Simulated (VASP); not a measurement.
# BaTiO3 (P4/mmm) in VASP: notebook, part 3 of 3

VASP 6.6.1.

### Step 5. Single point, PBE

This run uses another cell than the first one, of 13.05 Å³/atom, 1.009 times its volume.

Input file INCAR:

```
  PREC = Accurate
  ENCUT = 520
  EDIFF = 1E-6
  ISMEAR = 0
  SIGMA = 0.02
  LREAL = F
  LASPH = T
  NELM = 80
  ALGO = Normal
  ISIF = 2
  LWAVE = F
  LCHARG = F
  GGA = PE
  NBANDS = 28
```

Input file KPOINTS:

```
regular mesh
0
Gamma
  8 8 8
```

Input file POSCAR:

```
BaTiO3
1.0
    4.0594434426      0.0000000000      0.0000000000
    0.0000000000      4.0087909230      0.0000000000
    0.0000000000      0.0000000000      4.0087909230
Ba Ti O
1 1 3
Direct
    0.5000000000      0.5000000000      0.5000000000
    0.0000000000      0.0000000000      0.0000000000
    0.5000000000      0.0000000000      0.0000000000
    0.0000000000      0.5000000000      0.0000000000
    0.0000000000      0.0000000000      0.5000000000
```

Potentials or basis: VASP PAW PBE potentials, release 64 (Ba_sv, Ti_sv, O).

Command:

```sh
> cat potpaw_PBE.64/Ba_sv/POTCAR potpaw_PBE.64/Ti_sv/POTCAR potpaw_PBE.64/O/POTCAR > POTCAR
> mpirun -np 1 vasp_std > vasp.out
```

OUTCAR:

```text
PREC = Accurate
   ENCUT = 520
   EDIFF = 1E-6
   ISMEAR = 0
   LREAL = F
   LASPH = T
   NELM = 80
   ISIF = 2
   GGA = PE

 ion  position               nearest neighbor table
   1  0.500  0.500  0.500-   3 2.83   3 2.83   3 2.83   3 2.83   4 2.85   5 2.85   5 2.85   4 2.85
                             4 2.85   5 2.85   4 2.85   5 2.85   2 3.49   2 3.49   2 3.49   2 3.49
   2  0.000  0.000  0.000-   4 2.00   5 2.00   5 2.00   4 2.00   3 2.03   3 2.03   1 3.49   1 3.49
                             1 3.49   1 3.49   1 3.49   1 3.49   1 3.49   1 3.49
   3  0.500  0.000  0.000-   2 2.03   2 2.03   1 2.83   1 2.83   1 2.83   1 2.83
   4  0.000  0.500  0.000-   2 2.00   2 2.00   1 2.85   1 2.85   1 2.85   1 2.85
   5  0.000  0.000  0.500-   2 2.00   2 2.00   1 2.85   1 2.85   1 2.85   1 2.85

  LATTYP: Found a simple tetragonal cell.
 ALAT       =     4.0087909230
 C/A-ratio  =     1.0126353608

  Lattice vectors:

 A1 = (   0.0000000000,   4.0087909230,   0.0000000000)
 A2 = (   0.0000000000,   0.0000000000,   4.0087909230)
 A3 = (   4.0594434426,   0.0000000000,   0.0000000000)

Analysis of symmetry for initial positions (statically):
[... 175 lines left out ...]
  free energy    TOTEN  =       -39.98074771 eV

  energy without entropy =      -39.98074771  energy(sigma->0) =      -39.98074771

 E-fermi :   3.9014     XC(G=0): -11.1693

 val. band max:        3.7184735715   @ k =   0.5000   0.5000   0.5000
 cond. band min:       5.4048882633   @ k =   0.0000   0.0000   0.0000
 fundamental gap:      1.6864146919
 Fermi energy:         3.9013876996

 k-point     1 :       0.0000    0.0000    0.0000
  band No.  band energies     occupation
      1     -53.0078      2.00000
      2     -29.2108      2.00000
      3     -29.2108      2.00000
      4     -29.2078      2.00000
      5     -21.1532      2.00000
      6     -13.1565      2.00000
[... 733 lines left out ...]
     27      11.6132      0.00000
     28      13.1838      0.00000

 [... further k-points ...]
[... 5 lines left out ...]
  --------------------------------------------------------------------------------------
  -------------------------------------------------------------------------------------
  Total       -0.2113443      0.7007861      0.7007861      0.0000000      0.0000000      0.0000000
  in kB       -5.1904827     17.2108663     17.2108663      0.0000000      0.0000000      0.0000000
  external PRESSURE =       9.7437500 kB  Pullay stress =       0.0000000 kB

 VOLUME and BASIS-vectors are now :
 -----------------------------------------------------------------------------
  energy-cutoff  :      520.00
  volume of cell :       65.24
      direct lattice vectors                 reciprocal lattice vectors
     4.059443443  0.000000000  0.000000000     0.246339188  0.000000000  0.000000000
     0.000000000  4.008790923  0.000000000     0.000000000  0.249451772  0.000000000
     0.000000000  0.000000000  4.008790923     0.000000000  0.000000000  0.249451772

 POSITION                                       TOTAL-FORCE (eV/Angst)
 -----------------------------------------------------------------------------------
      2.02972      2.00440      2.00440         0.000000      0.000000      0.000000
      0.00000      0.00000      0.00000         0.000000      0.000000      0.000000
      2.02972      0.00000      0.00000         0.000000      0.000000      0.000000
      0.00000      2.00440      0.00000         0.000000      0.000000      0.000000
      0.00000      0.00000      2.00440         0.000000      0.000000      0.000000
 -----------------------------------------------------------------------------------
    total drift:                                0.000000     -0.000000      0.000000

  FREE ENERGIE OF THE ION-ELECTRON SYSTEM (eV)
  ---------------------------------------------------
  free  energy   TOTEN  =       -39.9807477110 eV

  energy  without entropy=      -39.9807477110  energy(sigma->0) =      -39.98074771
```

stdout:

```text
POSCAR found type information on POSCAR BaTiO
 POSCAR found :  3 types and       5 ions
 scaLAPACK will be used
 LDA part: xc-table for (Slater+PW92), standard interpolation
 POSCAR, INCAR and KPOINTS ok, starting setup
 FFT: planning ... GRIDC
 FFT: planning ... GRID_SOFT
 FFT: planning ... GRID
 WAVECAR not read
 entering main loop
```

Run time: 67 s. Hardware: 1 thread of Intel Xeon 6975P-C (Granite Rapids), shared host; peak memory 0.26 GiB.

What came out:

| Item | Value |
| --- | --- |
| Free energy | -39.9807 eV |
| Pressure | 1.0 GPa |
| Band gap on the k mesh | 1.69 eV, indirect (least direct gap 1.86 eV) |

Stress tensor (GPa, compression positive):
```
-0.52  0.00  0.00
 0.00  1.72  0.00
 0.00  0.00  1.72
```

Levels at points of the mesh, in eV from the valence-band top:
| k point | band 17 | band 18 | band 19 | band 20 | band 21 | band 22 | band 23 | band 24 |
| --- | --- | --- | --- | --- | --- | --- | --- | --- |
| (0.00, 0.00, 0.00) | -1.07 | -0.19 | -0.17 | -0.17 | 1.69 | 1.69 | 1.71 | 3.72 |
| (0.50, 0.00, 0.00) | -1.73 | -1.73 | -0.72 | -0.72 | 1.85 | 3.31 | 3.31 | 3.82 |
| (0.00, 0.50, 0.00) | -1.87 | -1.87 | -0.74 | -0.73 | 1.84 | 3.41 | 3.42 | 3.75 |
| (0.50, 0.50, 0.00) | -1.75 | -0.94 | -0.93 | -0.12 | 3.32 | 3.43 | 3.78 | 4.64 |
| (0.00, 0.50, 0.50) | -1.74 | -0.83 | -0.83 | -0.08 | 3.42 | 3.42 | 3.84 | 4.52 |
| (0.50, 0.50, 0.50) | -2.39 | -0.02 | -0.02 | 0.00 | 4.02 | 4.02 | 4.07 | 6.61 |

Caveat: spin-orbit coupling is left out, which moves the levels of the heavy elements.

### Step 6. Single point, PBE (uniaxial strain along a: +2.0 %, then relaxed in part)

Input file INCAR:

```
SYSTEM = BaTiO3
PREC = Accurate
ENCUT = 520
EDIFF = 1E-7
ISMEAR = 0
SIGMA = 0.02
LREAL = .FALSE.
LASPH = .TRUE.
NELM = 80
ALGO = Normal
ISIF = 2
LWAVE = .FALSE.
LCHARG = .FALSE.
GGA = PE
NBANDS = 28
```

Input file KPOINTS:

```
regular mesh
0
G
  8 8 8
  0 0 0
```

Changes to POSCAR since step 5:

```diff
@@ -2,5 +2,5 @@
 1.0
-    4.0594434426      0.0000000000      0.0000000000
-    0.0000000000      4.0087909230      0.0000000000
-    0.0000000000      0.0000000000      4.0087909230
+    4.0996359519      0.0000000000      0.0000000000
+    0.0000000000      3.9986887195      0.0000000000
+    0.0000000000      0.0000000000      3.9986887195
 Ba Ti O
```

Potentials or basis: VASP PAW PBE potentials, release 64 (Ba_sv, Ti_sv, O).

Command:

```sh
> cat potpaw_PBE.64/Ba_sv/POTCAR potpaw_PBE.64/Ti_sv/POTCAR potpaw_PBE.64/O/POTCAR > POTCAR
> mpirun -np 1 vasp_std > vasp.out
```

It took 81 s on 1 thread of Intel Xeon 6975P-C (Granite Rapids), shared host; peak memory 0.26 GiB.

Results (log left out):

```yaml
Free_energy: -39.9713 eV
Pressure: 0.3 GPa
Band_gap_on_the_k_mesh: 1.65 eV, indirect (least direct gap 1.84 eV)
```

Stress tensor (GPa, compression positive):
```
-2.59  0.00  0.00
 0.00  1.70  0.00
 0.00  0.00  1.70
```

Levels at points of the mesh, in eV from the valence-band top:
```
           k point  band 17  band 18  band 19  band 20  band 21  band 22  band 23  band 24
(0.00, 0.00, 0.00)    -1.06    -0.22    -0.19    -0.19     1.65     1.65     1.70     3.63
(0.50, 0.00, 0.00)    -1.66    -1.66    -0.73    -0.73     1.83     3.21     3.21     3.82
(0.00, 0.50, 0.00)    -1.92    -1.87    -0.77    -0.74     1.81     3.41     3.42     3.67
(0.50, 0.50, 0.00)    -1.77    -0.99    -0.98    -0.15     3.22     3.42     3.72     4.62
(0.00, 0.50, 0.50)    -1.75    -0.78    -0.78    -0.07     3.41     3.41     3.84     4.39
(0.50, 0.50, 0.50)    -2.38    -0.05    -0.05     0.00     3.96     3.96     4.07     6.54
```

Caveat: the cell differs from its parent crystal (uniaxial strain along a: +2.0 %, then relaxed in part); spin-orbit coupling is left out, which moves the levels of the heavy elements.

### Step 7. Overview

```tsv
cell	gap on the mesh (eV)	pressure (GPa)
a = 3.979, b = 4.030, c = 4.030 Å, 5 atoms	1.70	2.6
a = 4.059, b = 4.009, c = 4.009 Å, 5 atoms	1.69	1.0
a = 4.100, b = 3.999, c = 3.999 Å, 5 atoms	1.65	0.3
```

Alike in all rows: task single point; level PBE; potentials or basis VASP PAW PBE potentials, release 64 (Ba_sv, Ti_sv, O); no spin polarisation; k mesh 8 × 8 × 8; cutoff (eV) 520; smearing gaussian 0.02 eV.

Caveats: spin-orbit coupling is left out, which moves the levels of the heavy elements.

Total energies depend on the potentials used, so only differences within one code and one set of settings carry meaning.
